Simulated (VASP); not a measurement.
Write the native input for VASP 6.6.1 that does the following.

```
Task                   : electric field gradients
Functional             : LDA
Potentials or basis    : VASP PAW LDA potentials, release 64 (Zr_sv, Ag)
Cutoff                 : 520 eV
k mesh                 : 7 × 7 × 8
Occupations            : fermi-dirac, width 0.05 eV
Spin                   : no spin polarisation
Dipole correction      : no
Further INCAR settings : ALGO = Normal; EDIFF = 1e-08; NBANDS = 32
```

The structure of Zr3Ag lies in POSCAR:

```
Zr3Ag
1.0
    4.5660000000      0.0000000000      0.0000000000
    0.0000000000      4.5660000000      0.0000000000
    0.0000000000      0.0000000000      4.0657200000
Zr Ag
3 1
Direct
    0.5000000000      0.5000000000      0.0000000000
    0.0000000000      0.5000000000      0.5000000000
    0.5000000000      0.0000000000      0.5000000000
    0.0000000000      0.0000000000      0.0000000000
```

This cell differs from its parent crystal: zz strain of +2 %.

These files were run (other wordings do the same):

INCAR

```
SYSTEM = Zr3Ag
  PREC = Accurate
  ENCUT = 520
  EDIFF = 1E-8
  ISMEAR = -1
  SIGMA = 0.05
  LREAL = .False.
  LASPH = .True.
  NELM = 60
  ALGO = Normal
  ISIF = 2
  LWAVE = .False.
  LCHARG = .False.
  LEFG = .True.
  NBANDS = 32
```

KPOINTS

```
Automatic mesh
0
Gamma
  7 7 8
  0 0 0
```

Potentials or basis: VASP PAW LDA potentials, release 64 (Zr_sv, Ag).

Launch:

```console
$ cat potpaw_LDA.64/Zr_sv/POTCAR potpaw_LDA.64/Ag/POTCAR > POTCAR
$ mpirun -np 1 vasp_std > vasp.out
```

It gave:

```json
{"Pressure": "-6.6 GPa", "Band gap on the k mesh": "zero (an odd number of electrons rules out a gap without spin polarisation)", "Largest electric field gradient by atom": "Zr -9.5, +33.0 (each value once); Ag +2.4 V/Å²"}
```

Caveat: the cell differs from its parent crystal (zz strain of +2 %); the cell stands under tension; without QUAD_EFG the Cq values of the log hold for a quadrupole moment of 1 mb, not for the nuclei.

It took 79 s on 1 thread of Intel(R) Xeon(R) Platinum 8559C (Emerald Rapids), with other jobs on the host, peak memory 0.24 GiB.
